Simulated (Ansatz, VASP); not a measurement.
Al2BAs2 in VASP and in Ansatz

```
Al B As
1.0
    -2.10712    2.10712    5.54651
     2.10712   -2.10712    5.54651
     2.10712    2.10712   -5.54651
Al B As
2 1 2
Direct
  0.38810 0.38810 0.00000
  0.61190 0.61190 0.00000
  0.00000 0.00000 0.00000
  0.25000 0.75000 0.50000
  0.75000 0.25000 0.50000
```

Change from the starting cell: species swapped into the CaZn2Ge2 type (I4/mmm, No. 139).

Alike in both runs: functional PBE; k mesh 6 × 6 × 6; occupations gaussian, width 0.1 eV; no spin polarisation.

Ansatz relaxed the structure, and its values are those at the end. VASP's run is a single point on that final structure, the one shown.

|  | VASP | Ansatz |
| --- | --- | --- |
| version | VASP 6.6.1 | Ansatz 0.2.0 |
| potentials or method | VASP PAW PBE potentials, release 64 (Al, B, As), cutoff 520 eV | scalar-relativistic, plane waves, PAW |
| valence electrons in the cell | 19 | 39 |

```csv
,VASP,Ansatz,Ansatz less VASP
gap on the k mesh at the Fermi level (eV),none,none,-
pressure (GPa),0.1,0.0,-0.10
rms of the force components (eV/Å),0.014,0.007,-0.0074
```

A gap of «none» marks a metal or a gap that the smearing closes. VASP's potentials hold 19 valence electrons a cell and Ansatz's 39, so a difference there can come from the potentials and not from the codes.
